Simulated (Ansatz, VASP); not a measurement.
One calculation of B27AsN26, two programs

```
B As N
1.0
     0.00000    5.42250    5.42250
     5.42250    0.00000    5.42250
     5.42250    5.42250    0.00000
B As N
27 1 26
Direct
  0.98730 0.98730 0.98730
  0.98730 0.98730 0.37142
  0.00072 0.00072 0.66595
  0.98730 0.37142 0.98730
  0.99936 0.33402 0.33402
  0.99936 0.33402 0.66593
  0.00072 0.66595 0.00072
  0.99936 0.66593 0.33402
  0.00072 0.66595 0.66595
  0.37142 0.98730 0.98730
  0.33402 0.99936 0.33402
  0.33402 0.99936 0.66593
  0.33402 0.33402 0.99936
  0.33333 0.33333 0.33333
  0.33402 0.33402 0.66593
  0.33402 0.66593 0.99936
  0.33402 0.66593 0.33402
  0.33291 0.66681 0.66681
  0.66595 0.00072 0.00072
  0.66593 0.99936 0.33402
  0.66595 0.00072 0.66595
  0.66593 0.33402 0.99936
  0.66593 0.33402 0.33402
  0.66681 0.33291 0.66681
  0.66595 0.66595 0.00072
  0.66681 0.66681 0.33291
  0.66681 0.66681 0.66681
  0.08333 0.08333 0.08333
  0.08284 0.08284 0.42391
  0.08284 0.08284 0.74374
  0.08284 0.42391 0.08284
  0.08319 0.41672 0.41672
  0.08284 0.42391 0.74374
  0.08284 0.74374 0.08284
  0.08284 0.74374 0.42391
  0.08360 0.74991 0.74991
  0.42391 0.08284 0.08284
  0.41672 0.08319 0.41672
  0.42391 0.08284 0.74374
  0.41672 0.41672 0.08319
  0.41672 0.41672 0.41672
  0.41676 0.41676 0.74990
  0.42391 0.74374 0.08284
  0.41676 0.74990 0.41676
  0.41676 0.74990 0.74990
  0.74374 0.08284 0.08284
  0.74374 0.08284 0.42391
  0.74991 0.08360 0.74991
  0.74374 0.42391 0.08284
  0.74990 0.41676 0.41676
  0.74990 0.41676 0.74990
  0.74991 0.74991 0.08360
  0.74990 0.74990 0.41676
  0.74991 0.74991 0.74991
```

Alike in both runs: functional PBE; k mesh 3 × 3 × 3; occupations fermi-dirac, width 0.01 eV; no spin polarisation.

Ansatz relaxed the structure, and its values are those at the end. VASP's run is a single point on that final structure, the one shown.

|  | VASP | Ansatz |
| --- | --- | --- |
| version | VASP 6.6.1 | Ansatz 0.2.0 |
| potentials or method | VASP PAW PBE potentials, release 64 (B, As, N) | plane-wave PAW, scalar-relativistic |
| plane-wave cutoff (eV) | 520 | 420 |
| valence electrons in the cell | 216 | 226 |

```csv
,VASP,Ansatz,Ansatz less VASP
gap on the k mesh at the Fermi level (eV),3.30,3.33,+0.026
pressure (GPa),20.1,19.5,-0.57
rms of the force components (eV/Å),0.031,0.004,-0.0273
```

With one functional, cell and mesh, what is left measures potentials, basis and numerics. VASP's potentials hold 216 valence electrons a cell and Ansatz's 226, so a difference there can come from the potentials and not from the codes. Ansatz's warnings: stress scf threshold loose.
